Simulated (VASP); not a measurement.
# CaMo3Pd (I4mm) in VASP: single point with PBE

Aim: the single point of CaMo3Pd with PBE.

All numbers are computed with VASP 6.6.1; they aren't measurements. Logs are shortened: lines on timing, memory, paths and dates and some standing lists are left out, and cuts for length are marked.

**1. The cell of the first run**

The structure is tetragonal, space group I4mm (No. 107). Conventional cell: a = 4.321 Å, b = 4.321 Å, c = 10.131 Å, α = 90.00°, β = 90.00°, γ = 90.00°. Ca (site symmetry 4mm) has 13 Mo at 3.19 to 4.14 Å and 5 Pd at 3.38 to 3.63 Å and 4 Ca at 4.32 Å within 4.4 Å. Within 3.1 Å of Pd (site symmetry 4mm) lie 5 Mo at 2.36 to 2.40 Å. Within 3.4 Å of Mo (site symmetry 2mm) lie 2 Pd at 2.40 Å and 6 Mo at 2.73 to 3.06 Å and 4 Ca at 3.29 to 3.37 Å. Mo (site symmetry 4mm) has 1 Pd at 2.36 Å and 4 Mo at 2.73 Å and 4 Ca at 3.19 Å within 3.2 Å.

**2. Single point, PBE**

INCAR

```
SYSTEM = CaMo3Pd
PREC = Accurate
ENCUT = 520
EDIFF = 1E-6
ISMEAR = -1
SIGMA = 0.1
LREAL = .False.
LASPH = .True.
NELM = 60
ALGO = Normal
ISIF = 2
LWAVE = .False.
LCHARG = .False.
GGA = PE
NBANDS = 39
```

KPOINTS

```
Automatic mesh
0
Gamma
  9 9 9
  0 0 0
```

POSCAR

```
CaMo3Pd
1.0
    0.0000000000      4.3211770000      0.0000000000
    4.3211770000      0.0000000000      0.0000000000
    2.1605880000      2.1605880000     -5.0654300000
Ca Pd Mo
1 1 3
Direct
    0.0000000000      0.0000000000      0.0000000000
    0.6420000000      0.6420000000      0.7160000000
    0.7450000000      0.2450000000      0.5100000000
    0.2450000000      0.7450000000      0.5100000000
    0.4090000000      0.4090000000      0.1820000000
```

Potentials or basis: VASP PAW PBE potentials, release 64 (Ca_sv, Pd, Mo_sv).

On the command line:

```console
> cat potpaw_PBE.64/Ca_sv/POTCAR potpaw_PBE.64/Pd/POTCAR potpaw_PBE.64/Mo_sv/POTCAR > POTCAR
> mpirun -np 1 vasp_std > vasp.out
```

OUTCAR:

```text
SYSTEM = CaMo3Pd
   PREC = Accurate
   ENCUT = 520
   EDIFF = 1E-6
   ISMEAR = -1
   LREAL = .False.
   LASPH = .True.
   NELM = 60
   ISIF = 2
   GGA = PE

 ion  position               nearest neighbor table
   1  0.000  0.000  0.000-   5 3.19   5 3.19   5 3.19   5 3.19   3 3.29   4 3.29   3 3.29   4 3.29

   2  0.642  0.642  0.716-   5 2.36   4 2.40   3 2.40   3 2.40   4 2.40
   3  0.745  0.245  0.510-   2 2.40   2 2.40   5 2.73   5 2.73   4 3.06   4 3.06   4 3.06   4 3.06
                             1 3.29   1 3.29
   4  0.245  0.745  0.510-   2 2.40   2 2.40   5 2.73   5 2.73   3 3.06   3 3.06   3 3.06   3 3.06
                             1 3.29   1 3.29
   5  0.409  0.409  0.182-   2 2.36   3 2.73   4 2.73   4 2.73   3 2.73   1 3.19   1 3.19   1 3.19
                             1 3.19

  LATTYP: Found a body centered tetragonal cell.
 ALAT       =     4.3211770000
 C/A-ratio  =     2.3444677226

  Lattice vectors:

 A1 = (  -2.1605880000,   2.1605890000,   5.0654300000)
 A2 = (   2.1605890000,  -2.1605880000,   5.0654300000)
 A3 = (   2.1605880000,   2.1605880000,  -5.0654300000)

Analysis of symmetry for initial positions (statically):
=====================================================================
 Subroutine PRICEL returns:
 Original cell was already a primitive cell.

 Routine SETGRP: Setting up the symmetry group for a
 body centered tetragonal supercell.

 Subroutine GETGRP returns: Found  8 space group operations
 (whereof  8 operations were pure point group operations)
 out of a pool of 16 trial point group operations.

The static configuration has the point symmetry C_4v.

Analysis of symmetry for dynamics (positions and initial velocities):
=====================================================================
 Subroutine PRICEL returns:
 Original cell was already a primitive cell.

 Routine SETGRP: Setting up the symmetry group for a
 body centered tetragonal supercell.

 Subroutine GETGRP returns: Found  8 space group operations
 (whereof  8 operations were pure point group operations)
 out of a pool of 16 trial point group operations.

The dynamic configuration has the point symmetry C_4v.

 Subroutine INISYM returns: Found  8 space group operations
 (whereof  8 operations are pure point group operations),
 and found     1 'primitive' translations

----------------------------------------------------------------------------------------

                                     Primitive cell

  volume of cell :      94.5846

  direct lattice vectors                    reciprocal lattice vectors
     0.000000000  4.321177000  0.000000000     0.000000000  0.231418431  0.098708280
     4.321177000  0.000000000  0.000000000     0.231418431  0.000000000  0.098708280
     2.160588000  2.160588000 -5.065430000     0.000000000  0.000000000 -0.197416606

  length of vectors
     4.321177000  4.321177000  5.915645535     0.251590569  0.251590569  0.197416606

  position of ions in fractional coordinates (direct lattice)
     0.000000000  0.000000000  0.000000000
     0.642000000  0.642000000  0.716000000
     0.745000000  0.245000000  0.510000000
     0.245000000  0.745000000  0.510000000
     0.409000000  0.409000000  0.182000000

  ion indices of the primitive-cell ions
   primitive index   ion index
                 1           1
                 2           2
                 3           3
                 4           4
                 5           5

----------------------------------------------------------------------------------------

 KPOINTS: Automatic mesh

Automatic generation of k-mesh.
 Grid dimensions read from file:
 generate k-points for:    9    9    9

 Generating k-lattice:

  Cartesian coordinates                     Fractional coordinates (reciprocal lattice)
     0.000000000  0.025713159  0.010967587     0.111111111  0.000000000  0.000000000
     0.025713159  0.000000000  0.010967587     0.000000000  0.111111111  0.000000000
     0.000000000  0.000000000 -0.021935178     0.000000000  0.000000000  0.111111111

  Length of vectors
     0.027954508  0.027954508  0.021935178

  Shift w.r.t. Gamma in fractional coordinates (k-lattice)
     0.000000000  0.000000000  0.000000000

 Subroutine IBZKPT returns following result:
 ===========================================

 Found     75 irreducible k-points:

 Following reciprocal coordinates:
            Coordinates               Weight
  0.000000  0.000000  0.000000      1.000000
  0.111111  0.000000 -0.000000      8.000000
  0.222222  0.000000 -0.000000      8.000000
  0.333333  0.000000 -0.000000      8.000000
  0.444444  0.000000 -0.000000      8.000000
  0.111111  0.111111 -0.000000      8.000000
[... 16 lines left out ...]
 -0.333333  0.333333  0.000000      4.000000
  0.444444  0.444444 -0.000000      8.000000
 [... further k-points ...]
   k-points           NKPTS =     75   k-points in BZ     NKDIM =     75   number of bands    NBANDS=     39
   number of dos      NEDOS =    301   number of ions     NIONS =      5
   total plane-waves  NPLWV =  49152
   dimension x,y,z NGX =    32 NGY =   32 NGZ =   48
   dimension x,y,z NGXF=    64 NGYF=   64 NGZF=   96
   ions per type =               1   1   3
   NGX,Y,Z   is equivalent  to a cutoff of  12.31, 12.31, 13.49 a.u.
   NGXF,Y,Z  is equivalent  to a cutoff of  24.62, 24.62, 26.98 a.u.
 SYSTEM =  CaMo3Pd
   PREC   = accura    normal or accurate (medium, high low for compatibility)
   ISTART =      0    job   : 0-new  1-cont  2-samecut
   ICHARG =      2    charge: 1-file 2-atom 10-const
   ISPIN  =      1    spin polarized calculation?
   LNONCOLLINEAR =      F non collinear calculations
   LSORBIT =      F    spin-orbit coupling
   LASPH  =      T    aspherical Exc in radial PAW
   ENCUT  =  520.0 eV  38.22 Ry    6.18 a.u.   8.03  8.03 11.00*2*pi/ulx,y,z
   NELM   =     60;   NELMIN=  2; NELMDL= -5     # of ELM steps
   EDIFF  = 0.1E-05   stopping-criterion for ELM
   LREAL  =      F    real-space projection
   EDIFFG = 0.1E-04   stopping-criterion for IOM
   NSW    =      0    number of steps for IOM
   IBRION =     -1    ionic relax: 0-MD 1-quasi-New 2-CG
   NFREE  =      0    steps in history (QN), initial steepest desc. (CG)
   ISIF   =      2    stress and relaxation
   ISYM   =      2    0-nonsym 1-usesym 2-fastsym
   POTIM  = 0.5000    time-step for ionic-motion
   TEBEG  =    0.0;   TEEND  =   0.0 temperature during run
   PSTRESS=    0.0 pullay stress
   NELECT =      62.0000    total number of electrons
   NUPDOWN=      -1.0000    fix difference up-down
   EMIN   =  10.00;   EMAX   =-10.00  energy-range for DOS
   EFERMI =   0.00;   METHOD = LEGACY
   ISMEAR =    -1;   SIGMA  =   0.10  broadening in eV -4-tet -1-fermi 0-gaus
   EFERMI_NEDOS =   21; number of points for ismear=-14 and -15
   IALGO  =     38    algorithm
   IMIX   =      4    mixing-type and parameters
     AMIX     =   0.40;   BMIX     =  1.00
     AMIX_MAG =   1.60;   BMIX_MAG =  1.00
  volume/ion in A,a.u.               =      18.92       127.66
  Fermi-wavevector in a.u.,A,eV,Ry     =   1.422106  2.687390 27.516218  2.022385
  Thomas-Fermi vector in A             =   2.542845
   LORBIT       =      0    0 simple, 1 ext, 2 COOP (PROOUT), +10 PAW based schemes
   GGA     = PE    functional components
   LHFCALC =     F    Hartree Fock is set to
   AEXX    =    0.0000 exact exchange contribution
   IVDW    =     0    specifies the selected vdW correction
   LEPSILON=     F    determine dielectric tensor
   LRPA    =     F    only Hartree local field effects (RPA)
 non-spin polarized calculation
  energy-cutoff  :      520.00
  volume of cell :       94.58
 maximum number of plane-waves:      2569
   NGX = 17   NGY = 17   NGZ = 21

 number of electron      61.9999998 magnetization

 Free energy of the ion-electron system (eV)
  ---------------------------------------------------
  ext. energy  EPLUGINS =         0.00000000
  ---------------------------------------------------
  free energy    TOTEN  =       -36.77834372 eV

  energy without entropy =      -36.64218221  energy(sigma->0) =      -36.71026297

 E-fermi :   8.6309     XC(G=0): -11.7258

 val. band max:        8.6261166030   @ k =   0.4444   0.4444   0.2222
 cond. band min:       8.6374953193   @ k =  -0.1111  -0.2222   0.2222
 fundamental gap:      0.0113787162
 Fermi energy:         8.6309236193

 k-point     1 :       0.0000    0.0000    0.0000
  band No.  band energies     occupation
      1     -52.2848      2.00000
      2     -52.2023      2.00000
      3     -52.0062      2.00000
      4     -31.5832      2.00000
      5     -26.6476      2.00000
      6     -26.6476      2.00000
[... 31 lines left out ...]
     38      11.5018      0.00000
     39      12.2278      0.00000

 k-point     2 :       0.1111    0.0000   -0.0000
  band No.  band energies     occupation
      1     -52.2817      2.00000
      2     -52.2039      2.00000
      3     -52.0074      2.00000
      4     -31.5831      2.00000
      5     -26.6424      2.00000
      6     -26.6384      2.00000
[... 31 lines left out ...]
     38      11.4392      0.00000
     39      12.0184      0.00000

 k-point     3 :       0.2222    0.0000   -0.0000
  band No.  band energies     occupation
      1     -52.2728      2.00000
      2     -52.2088      2.00000
      3     -52.0106      2.00000
      4     -31.5830      2.00000
      5     -26.6259      2.00000
      6     -26.6118      2.00000
[... 31 lines left out ...]
     38      11.4017      0.00000
     39      11.7610      0.00000

 k-point     4 :       0.3333    0.0000   -0.0000
  band No.  band energies     occupation
      1     -52.2601      2.00000
      2     -52.2171      2.00000
      3     -52.0142      2.00000
      4     -31.5829      2.00000
      5     -26.5971      2.00000
      6     -26.5709      2.00000
[... 31 lines left out ...]
     38      11.0890      0.00000
     39      11.4785      0.00000
[... 754 lines left out ...]
     38      11.0550      0.00000
     39      11.2594      0.00000

 k-point    23 :      -0.3333    0.3333    0.0000
  band No.  band energies     occupation
      1     -52.2436      2.00000
      2     -52.2217      2.00000
      3     -52.0239      2.00000
      4     -31.5816      2.00000
      5     -26.7031      2.00000
      6     -26.6055      2.00000
[... 31 lines left out ...]
     38      11.1823      0.00000
     39      11.5459      0.00000

 k-point    24 :       0.4444    0.4444   -0.0000
  band No.  band energies     occupation
      1     -52.2300      2.00000
      2     -52.2274      2.00000
      3     -52.0306      2.00000
      4     -31.5809      2.00000
      5     -26.7219      2.00000
      6     -26.6740      2.00000
[... 31 lines left out ...]
     38      10.9170      0.00000
     39      11.1594      0.00000

 [... further k-points ...]

------------------------ aborting loop because EDIFF is reached ----------------------------------------

  FORCE on cell =-STRESS in cart. coord.  units (eV):
  Direction    XX          YY          ZZ          XY          YZ          ZX
  --------------------------------------------------------------------------------------
  -------------------------------------------------------------------------------------
  Total        6.7865895      6.7865895      7.8860486      0.0000000      0.0000008      0.0000008
  in kB      114.9586700    114.9586700    133.5825099      0.0000000      0.0000132      0.0000132
  external PRESSURE =     121.1666166 kB  Pullay stress =       0.0000000 kB

 VOLUME and BASIS-vectors are now :
 -----------------------------------------------------------------------------
  energy-cutoff  :      520.00
  volume of cell :       94.58
      direct lattice vectors                 reciprocal lattice vectors
     0.000000000  4.321177000  0.000000000     0.000000000  0.231418431  0.098708280
     4.321177000  0.000000000  0.000000000     0.231418431  0.000000000  0.098708280
     2.160588000  2.160588000 -5.065430000     0.000000000  0.000000000 -0.197416606

 POSITION                                       TOTAL-FORCE (eV/Angst)
 -----------------------------------------------------------------------------------
      0.00000      0.00000      0.00000         0.000000      0.000000      0.061580
      4.32118      4.32118     -3.62685        -0.000000     -0.000000     -1.603274
      2.16059      4.32118     -2.58337         0.000000      0.000000      3.327354
      4.32118      2.16059     -2.58337         0.000000      0.000000      3.327354
      2.16059      2.16059     -0.92191        -0.000001     -0.000001     -5.113015
 -----------------------------------------------------------------------------------
    total drift:                                0.000005      0.000005      0.000451

  FREE ENERGIE OF THE ION-ELECTRON SYSTEM (eV)
  ---------------------------------------------------
  free  energy   TOTEN  =       -36.7783437243 eV

  energy  without entropy=      -36.6421822142  energy(sigma->0) =      -36.71026297
```

It took 5.3 min on 1 thread of Intel Xeon 8259CL, shared host; peak memory 0.4 GiB.

Results:

| Quantity | Value |
| --- | --- |
| Free energy | -36.7783 eV |
| Pressure | 12.1 GPa |
| Largest force | 5.113 eV/Å |
| Band gap on the k mesh | zero (bands 31 and 32 overlap by 0.38 eV) |

Forces in eV/Å, atoms in the order of the input:
```
Ca   0.000  0.000  0.062
Pd   0.000  0.000 -1.603
Mo   0.000  0.000  3.327
Mo   0.000  0.000  3.327
Mo   0.000  0.000 -5.113
```

Stress tensor (GPa, compression positive):
```
11.50  0.00  0.00
 0.00 11.50  0.00
 0.00  0.00 13.36
```

Caveat: the cell stands under pressure; forces of over 1 eV/Å act on the atoms, so gaps and moduli don't describe the material at rest.
